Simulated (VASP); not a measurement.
**RbCl: single point with PBE**

Crystal: RbCl.

```
Rb Cl
1.0
     0.00000    3.30573    3.30573
     3.30573    0.00000    3.30573
     3.30573    3.30573    0.00000
Rb Cl
1 1
Direct
  0.00000 0.00000 0.00000
  0.50000 0.50000 0.50000
```

| Property | Result |
| --- | --- |
| Program | VASP 6.6.1 |
| Task | single point |
| Functional | PBE |
| Potentials or basis | VASP PAW PBE potentials, release 64 (Rb_sv, Cl) |
| Cutoff | 500 eV |
| k mesh | 6 × 6 × 6 |
| Occupations | gaussian, width 0.01 eV |
| Spin | no spin polarisation |

```
Pressure               : 0.6 GPa
Band gap on the k mesh : 4.95 eV, direct
```

Levels at points of the mesh, in eV from the valence-band top:
| k point | band 4 | band 5 | band 6 | band 7 | band 8 | band 9 | band 10 | band 11 | band 12 | band 13 |
| --- | --- | --- | --- | --- | --- | --- | --- | --- | --- | --- |
| (0.00, 0.00, 0.00) | -8.00 | -8.00 | 0.00 | 0.00 | 0.00 | 4.95 | 7.98 | 7.98 | 7.98 | 8.96 |
| (0.50, 0.00, 0.00) | -8.02 | -7.98 | -0.84 | -0.33 | -0.33 | 7.70 | 7.92 | 10.10 | 10.10 | 11.32 |
| (0.50, 0.50, 0.00) | -8.10 | -8.10 | -0.32 | -0.10 | -0.10 | 6.22 | 8.00 | 9.64 | 10.04 | 10.33 |

It took 14 s on 1 thread of Intel(R) Xeon(R) Platinum 8259CL CPU @ 2.50GHz (Skylake/Cascade Lake) (shared host), peak memory 0.2 GiB.

Expect the measured gap to be larger: semilocal functionals such as PBE lack the derivative discontinuity.
